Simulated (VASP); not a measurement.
Br: single point with LDA

The system is Br.

```xyz
1
Lattice="0.0000 2.2555 2.2555 2.2555 0.0000 2.2555 2.2555 2.2555 0.0000" Properties=species:S:1:pos:R:3 pbc="T T T"
Br    0.0000    0.0000    0.0000
```

* Program: VASP 6.6.1
* Task: single point
* Functional: LDA
* Potentials or basis: VASP PAW LDA potentials, release 64 (Br)
* Cutoff: 520 eV
* k mesh: 14 × 14 × 14
* Occupations: fermi-dirac, width 0.1 eV
* Spin: no spin polarisation
* Dipole correction: no
* Further INCAR settings: ALGO = Normal; EDIFF = 1e-06; NBANDS = 10

- Pressure: 0.1 GPa

Levels at points of the mesh, in eV from the Fermi level:
```tsv
k point	band 1	band 2	band 3	band 4	band 5	band 6	band 7	band 8	band 9
(0.00, 0.00, 0.00)	-16.23	1.14	1.14	1.14	8.61	12.51	12.51	12.51	16.62
(0.50, 0.00, 0.00)	-14.32	-5.63	0.33	0.33	8.25	11.77	11.77	14.75	19.30
(0.50, 0.50, 0.00)	-13.65	-5.01	-1.35	-1.35	5.95	7.20	20.18	21.46	22.32
```

Run time: 8.4 s on 1 thread of Intel Xeon 6975P-C, on a shared host, peak memory 0.14 GiB.

Caveat: an odd number of electrons without spin polarisation forces a metal; a magnetic or distorted state may lie lower.
